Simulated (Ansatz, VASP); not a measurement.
**Si3F: VASP beside Ansatz**

```
Si F
1.0
    -2.54192    2.54192    2.54192
     2.54192   -2.54192    2.54192
     2.54192    2.54192   -2.54192
Si F
3 1
Cartesian
  2.5419 0.0000 0.0000
  0.0000 2.5419 0.0000
  0.0000 0.0000 2.5419
  0.0000 0.0000 0.0000
```

Alike in both runs: task single point; functional PBE; k mesh 6 × 6 × 6; occupations gaussian, width 0.1 eV; collinear spin.

|  | VASP | Ansatz |
| --- | --- | --- |
| version | VASP 6.6.1 | Ansatz 0.2.0 |
| potentials or method | VASP PAW PBE potentials, release 64 (Si, F), cutoff 520 eV | scalar-relativistic, plane waves, PAW |
| valence electrons in the cell | 19 | 19 |

Ansatz gave:

```
gap on the k mesh at the Fermi level (eV) : none
pressure (GPa)                            : -6.8
net moment per atom (μB)                  : 0.00
```

Question: Which values does VASP return?

Answer: gap on the k mesh at the Fermi level (eV): none; pressure (GPa): -6.9; net moment per atom (μB): 0.00.

A gap of «none» marks a metal or a gap that the smearing closes. Ansatz's warnings: seeded moment not kept.
